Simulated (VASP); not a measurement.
# Al2O3 (Pnnm) in VASP: settings compared, part 2 of 2

VASP 6.6.1. Earlier steps stand in the parts before.

### 5 Single point, PBE

This run uses another cell than the first one, of 13.77 Å³/atom.

INCAR

```
SYSTEM = Al2O3
ALGO = Normal ; EDIFF = 1E-6
ENCUT = 520 ; GGA = PE
ISIF = 2 ; ISMEAR = -1
LASPH = .True. ; LCHARG = .False.
LREAL = .False. ; LWAVE = .False.
NBANDS = 35 ; NELM = 80
PREC = Accurate ; SIGMA = 0.05
```

KPOINTS

```
k-points
0
Gamma
  3 2 4
  0 0 0
```

POSCAR

```
Al2O3
1.0
    4.6137770000      0.0000000000      0.0000000000
    0.0000000000      9.5632790000      0.0000000000
    0.0000000000      0.0000000000      3.1198620000
Al O
4 6
Direct
    0.9829750000      0.8245730000      0.0000000000
    0.0170250000      0.1754270000      0.0000000000
    0.4829750000      0.6754270000      0.5000000000
    0.5170250000      0.3245730000      0.5000000000
    0.5000000000      0.5000000000      0.5000000000
    0.1236350000      0.7530500000      0.5000000000
    0.3763650000      0.2530500000      0.0000000000
    0.6236350000      0.7469500000      0.0000000000
    0.0000000000      0.0000000000      0.0000000000
    0.8763650000      0.2469500000      0.5000000000
```

Potentials or basis: VASP PAW PBE potentials, release 64 (Al, O).

On the command line:

```bash
cat potpaw_PBE.64/Al/POTCAR potpaw_PBE.64/O/POTCAR > POTCAR
mpirun -np 1 vasp_std > vasp.out
```

OUTCAR:

```text
SYSTEM = Al2O3
   EDIFF = 1E-6
   ENCUT = 520
   GGA = PE
   ISIF = 2
   ISMEAR = -1
   LASPH = .True.
   LREAL = .False.
   NELM = 80
   PREC = Accurate

 ion  position               nearest neighbor table
   1  0.983  0.825  0.000-   9 1.68   8 1.82   6 1.82   6 1.82   3 3.13   3 3.13   3 3.13   3 3.13
                             2 3.36
   2  0.017  0.175  0.000-   9 1.68   7 1.82  10 1.82  10 1.82   4 3.13   4 3.13   4 3.13   4 3.13
                             1 3.36
   3  0.483  0.675  0.500-   5 1.68   6 1.82   8 1.82   8 1.82   1 3.13   1 3.13   1 3.13   1 3.13
                             4 3.36
   4  0.517  0.325  0.500-   5 1.68  10 1.82   7 1.82   7 1.82   2 3.13   2 3.13   2 3.13   2 3.13
                             3 3.36
   5  0.500  0.500  0.500-   3 1.68   4 1.68
   6  0.124  0.753  0.500-   3 1.82   1 1.82   1 1.82
   7  0.376  0.253  0.000-   2 1.82   4 1.82   4 1.82
   8  0.624  0.747  0.000-   1 1.82   3 1.82   3 1.82
   9  0.000  0.000  0.000-   1 1.68   2 1.68
  10  0.876  0.247  0.500-   4 1.82   2 1.82   2 1.82

  LATTYP: Found a simple orthorhombic cell.
 ALAT       =     3.1198620000
 B/A-ratio  =     1.4788400897
 C/A-ratio  =     3.0652891057
[... 198 lines left out ...]
      4     -15.7349      2.00000
      5     -14.4613      2.00000
      6     -14.3479      2.00000
[... 445 lines left out ...]
     34      12.5539      0.00000
     35      12.5737      0.00000

------------------------ aborting loop because EDIFF is reached ----------------------------------------

  FORCE on cell =-STRESS in cart. coord.  units (eV):
  Direction    XX          YY          ZZ          XY          YZ          ZX
  --------------------------------------------------------------------------------------
  -------------------------------------------------------------------------------------
  Total        0.9754822      1.5355357     -2.6545917      0.0000000      0.0000000      0.0000000
  in kB       11.3535353     17.8719400    -30.8965152      0.0000000      0.0000000      0.0000000
  external PRESSURE =      -0.5570133 kB  Pullay stress =       0.0000000 kB

 VOLUME and BASIS-vectors are now :
 -----------------------------------------------------------------------------
  energy-cutoff  :      520.00
  volume of cell :      137.66
      direct lattice vectors                 reciprocal lattice vectors
     4.613777000  0.000000000  0.000000000     0.216742162  0.000000000  0.000000000
     0.000000000  9.563279000  0.000000000     0.000000000  0.104566645  0.000000000
     0.000000000  0.000000000  3.119862000     0.000000000  0.000000000  0.320526998

 POSITION                                       TOTAL-FORCE (eV/Angst)
 -----------------------------------------------------------------------------------
      4.53523      7.88562      0.00000        -0.053082     -0.053319     -0.000000
      0.07855      1.67766      0.00000         0.053082      0.053319      0.000000
      2.22834      6.45930      1.55993        -0.053082      0.053319     -0.000000
      2.38544      3.10398      1.55993         0.053082     -0.053319      0.000000
      2.30689      4.78164      1.55993        -0.000000      0.000000      0.000000
      0.57042      7.20163      1.55993         0.155453     -0.106277      0.000000
      1.73646      2.41999      0.00000        -0.155453     -0.106277     -0.000000
      2.87731      7.14329      0.00000         0.155453      0.106277      0.000000
      0.00000      0.00000      0.00000        -0.000000      0.000000      0.000000
      4.04335      2.36165      1.55993        -0.155453      0.106277     -0.000000
 -----------------------------------------------------------------------------------
    total drift:                                0.000000     -0.000000     -0.000000

  FREE ENERGIE OF THE ION-ELECTRON SYSTEM (eV)
  ---------------------------------------------------
  free  energy   TOTEN  =       -73.8476950128 eV

  energy  without entropy=      -73.8476950128  energy(sigma->0) =      -73.84769501
```

OSZICAR:

```text
N       E                     dE             d eps       ncg     rms          rms(c)
DAV:   1     0.259150664941E+03    0.25915E+03   -0.23165E+04   840   0.123E+03
DAV:   2    -0.646150305141E+02   -0.32377E+03   -0.31132E+03  1096   0.273E+02
DAV:   3    -0.855376138900E+02   -0.20923E+02   -0.20823E+02  1069   0.742E+01
DAV:   4    -0.857714757754E+02   -0.23386E+00   -0.23360E+00  1024   0.886E+00
DAV:   5    -0.857751698681E+02   -0.36941E-02   -0.36929E-02  1026   0.111E+00    0.203E+01
DAV:   6    -0.738988261308E+02    0.11876E+02   -0.45196E+01   942   0.345E+01    0.738E+00
DAV:   7    -0.738657076194E+02    0.33119E-01   -0.97992E-01   946   0.515E+00    0.396E+00
DAV:   8    -0.738286601305E+02    0.37047E-01   -0.11134E-01  1020   0.244E+00    0.123E+00
DAV:   9    -0.738412751700E+02   -0.12615E-01   -0.38503E-02   946   0.141E+00    0.279E-01
DAV:  10    -0.738454722831E+02   -0.41971E-02   -0.52446E-03   929   0.370E-01    0.201E-01
DAV:  11    -0.738476417735E+02   -0.21695E-02   -0.25128E-03   916   0.315E-01    0.706E-02
DAV:  12    -0.738476521327E+02   -0.10359E-04   -0.45760E-04  1013   0.134E-01    0.180E-02
DAV:  13    -0.738476886277E+02   -0.36495E-04   -0.10540E-04   903   0.563E-02    0.120E-02
DAV:  14    -0.738476947102E+02   -0.60825E-05   -0.18205E-05   949   0.249E-02    0.170E-03
DAV:  15    -0.738476950128E+02   -0.30261E-06   -0.57283E-07   741   0.459E-03
   1 F= -.73847695E+02 E0= -.73847695E+02  d E =-.186048E-10
```

stdout:

```text
POSCAR found type information on POSCAR AlO
 POSCAR found :  2 types and      10 ions
 scaLAPACK will be used
 LDA part: xc-table for (Slater+PW92), standard interpolation
 POSCAR, INCAR and KPOINTS ok, starting setup
 FFT: planning ... GRIDC
 FFT: planning ... GRID_SOFT
 FFT: planning ... GRID
 WAVECAR not read
 entering main loop
```

Wall time 1.7 min (1 thread of Intel Xeon 8259CL, shared host); peak memory 0.24 GiB.

What came out:

```yaml
Free_energy: -73.8477 eV
Pressure: -0.1 GPa
Largest_force: 0.188 eV/Å
Band_gap_on_the_k_mesh: 3.51 eV
```

Forces on the atoms (eV/Å):
```
Al  -0.053 -0.053  0.000
Al   0.053  0.053  0.000
Al  -0.053  0.053  0.000
Al   0.053 -0.053  0.000
O    0.000  0.000  0.000
O    0.155 -0.106  0.000
O   -0.155 -0.106  0.000
O    0.155  0.106  0.000
O    0.000  0.000  0.000
O   -0.155  0.106  0.000
```

Caveat: the k points lie up to 0.50 Å⁻¹ apart.

### 6 Single point, LDA

This run uses another cell than the first one, of 13.77 Å³/atom.

INCAR

```
  ALGO = Normal
  EDIFF = 1E-7
  ENCUT = 520
  ISIF = 2
  ISMEAR = -1
  LASPH = True
  LCHARG = False
  LREAL = False
  LWAVE = False
  NBANDS = 35
  NELM = 100
  PREC = Accurate
  SIGMA = 0.05
```

KPOINTS

```
k-points
0
Gamma
  6 3 9
```

POSCAR is that of step 5.

Potentials or basis: VASP PAW LDA potentials, release 64 (Al, O).

On the command line:

```bash
cat potpaw_LDA.64/Al/POTCAR potpaw_LDA.64/O/POTCAR > POTCAR
mpirun -np 1 vasp_std > vasp.out
```

Run time: 4.6 min. Hardware: 1 thread of Intel Xeon 8259CL, shared host; peak memory 0.28 GiB.

It converged, with:

```
Free energy            : -80.6637 eV
Pressure               : -5.9 GPa
Largest force          : 0.194 eV/Å
Band gap on the k mesh : 3.35 eV
```

Forces in eV/Å, atoms in the order of the input:
```
Al  -0.078 -0.056  0.000
Al   0.078  0.056  0.000
Al  -0.078  0.056  0.000
Al   0.078 -0.056  0.000
O    0.000  0.000  0.000
O    0.193  0.016  0.000
O   -0.193  0.016  0.000
O    0.193 -0.016  0.000
O    0.000  0.000  0.000
O   -0.193 -0.016  0.000
```

Stress tensor (GPa, compression positive):
```
-4.12  0.00  0.00
 0.00 -4.06  0.00
 0.00  0.00 -9.40
```

Levels at points of the mesh, in eV from the valence-band top:
```tsv
k point	band 20	band 21	band 22	band 23	band 24	band 25	band 26	band 27	band 28	band 29
(0.00, 0.00, 0.00)	-1.29	-1.06	-0.51	-0.06	0.00	3.35	4.92	5.87	6.64	6.82
(0.50, 0.00, 0.00)	-2.27	-0.89	-0.89	-0.02	-0.02	5.82	5.82	6.33	6.33	7.70
```

Caveat: the cell stands under tension; an odd mesh through Γ misses points on the zone boundary, where band edges can lie.

### 7 The runs side by side

```csv
level,potentials or basis,cell,k mesh,gap on the mesh (eV),pressure (GPa),largest force (eV/Å)
revPBE,"VASP PAW PBE potentials, release 64 (Al, O)","a = 4.754, b = 9.746, c = 3.044 Å, 10 atoms, atomic positions A",6 × 3 × 9,3.47,-0.3,0.01
PBEsol,"VASP PAW PBE potentials, release 64 (Al, O)","a = 4.666, b = 9.661, c = 3.003 Å, 10 atoms, atomic positions B",5 × 3 × 7,3.40,0.2,0.05
r2SCAN,"VASP PAW PBE potentials, release 64 (Al, O)","a = 4.614, b = 9.563, c = 3.120 Å, 10 atoms, atomic positions C",5 × 3 × 7,4.11,-4.2,0.21
PBE,"VASP PAW PBE potentials, release 64 (Al, O)","a = 4.614, b = 9.563, c = 3.120 Å, 10 atoms, atomic positions C",3 × 2 × 4,3.51,-0.1,0.19
LDA,"VASP PAW LDA potentials, release 64 (Al, O)","a = 4.614, b = 9.563, c = 3.120 Å, 10 atoms, atomic positions C",6 × 3 × 9,3.35,-5.9,0.19
```

Alike in all rows: task single point; no spin polarisation; cutoff (eV) 520; smearing fermi-dirac 0.05 eV.

Caveats: some runs use coarse meshes; an odd mesh through Γ misses points on the zone boundary, where band edges can lie (at least some runs); the PAW data sets were made with another functional, which shifts forces and pressure a little (at least some runs); the cell stands under tension (at least some runs).

Total energies depend on the potentials used, so only differences within one code and one set of settings carry meaning.
